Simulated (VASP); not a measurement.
**Y: single point with revPBE**

The system is Y.

```
CELL_PARAMETERS angstrom
3.78146 0.00000 0.00000
-1.89073 3.27484 0.00000
0.00000 0.00000 5.90639
ATOMIC_POSITIONS crystal
Y 0.33333 0.66667 0.25000
Y 0.66667 0.33333 0.75000
```

```json
{
  "Program": "VASP 6.6.1",
  "Task": "single point",
  "Functional": "revPBE",
  "Potentials or basis": "VASP PAW PBE potentials, release 64 (Y_sv)",
  "Cutoff": "520 eV",
  "k mesh": "16 × 16 × 9",
  "Occupations": "fermi-dirac, width 0.1 eV",
  "Spin": "no spin polarisation"
}
```

```
Pressure               : -2.7 GPa
Band gap on the k mesh : zero (bands 11 and 12 overlap by 1.27 eV)
```

Levels at points of the mesh, in eV from the Fermi level:
```tsv
k point	band 9	band 10	band 11	band 12	band 13	band 14
(0.00, 0.00, 0.00)	-4.49	-1.68	0.61	1.66	1.66	1.95
(0.50, 0.00, 0.00)	-1.62	-1.01	-0.65	-0.25	1.26	1.40
```

It took 3.4 min on 1 thread of Intel(R) Xeon(R) Platinum 8259CL CPU @ 2.50GHz (Skylake/Cascade Lake), with other jobs on the host, peak memory 0.32 GiB.

Caveat: the PAW data sets were made with another functional, which shifts forces and pressure a little.
